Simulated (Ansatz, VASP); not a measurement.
One calculation of NbAs, two programs

The input INCAR:

```
  PREC = Accurate
  ENCUT = 500
  EDIFF = 1E-6
  ISMEAR = -1
  SIGMA = 0.025
  LREAL = F
  LASPH = T
  NELM = 120
  ALGO = Normal
  ISIF = 2
  LWAVE = F
  LCHARG = F
  GGA = CA
  NBANDS = 26
  GGA_COMPAT = F
```

KPOINTS

```
Automatic mesh
0
Gamma
  2 2 2
```

File POSCAR:

```
NbAs
1.0
   -1.7258500000      1.7258500000      5.8400000000
    1.7258500000     -1.7258500000      5.8400000000
    1.7258500000      1.7258500000     -5.8400000000
Nb As
2 2
Direct
    0.7500000000      0.7500000000      0.0000000000
    0.5000000000      0.0000000000      0.5000000000
    0.1660000000      0.1660000000      0.0000000000
    0.9160000000      0.4160000000      0.5000000000
```

Input for Ansatz:

```yaml
crystal:
  lattice:
    - [-1.72585, 1.72585, 5.84]
    - [1.72585, -1.72585, 5.84]
    - [1.72585, 1.72585, -5.84]
  atoms:
    - { symbol: Nb, position: [0.75, 0.75, 0.0] }
    - { symbol: Nb, position: [0.5, 0.0, 0.5] }
    - { symbol: As, position: [0.166, 0.166, 0.0] }
    - { symbol: As, position: [0.916, 0.416, 0.5] }
basis:
  ecutwfc: 420
kpoints:
  mp_grid: { grid: [2, 2, 2] }
hamiltonian:
  xc: lda
scf:
  occupations: { method: fermi_dirac, width: 0.025 }
  max_iter: 300
output:
  forces: true
  stress: true
  eigenvalues: true
```

Alike in both runs: task single point; functional LDA; k mesh 2 × 2 × 2; occupations fermi-dirac, width 0.025 eV; no spin polarisation.

|  | VASP | Ansatz |
| --- | --- | --- |
| version | VASP 6.6.1 | Ansatz 0.2.0 |
| potentials or method | VASP PAW LDA potentials, release 64 (Nb_sv, As), cutoff 500 eV | scalar-relativistic, plane waves, PAW |
| valence electrons in the cell | 36 | 56 |

VASP gave:

* gap on the k mesh at the Fermi level (eV): 0.03
* least direct gap on the mesh (eV): 0.03
* pressure (GPa): -2.0
* traceless stress, the component that is largest in VASP (GPa): 4.32
* rms of the force components (eV/Å): 0.031

**Question.** Estimate Ansatz's values.

**Answer.** gap on the k mesh at the Fermi level (eV): 0.04; least direct gap on the mesh (eV): 0.04; pressure (GPa): -2.3; traceless stress, the component that is largest in VASP (GPa): 4.75; rms of the force components (eV/Å): 0.037.

LDA's correlation is that of Perdew and Zunger in VASP and of Perdew and Wang (1992) in Ansatz. Atom by atom the forces differ by 0.005 eV/Å (rms over components). VASP's potentials hold 36 valence electrons a cell and Ansatz's 56, so a difference there can come from the potentials and not from the codes.

The k mesh is coarse, so the values compare programs but aren't converged.
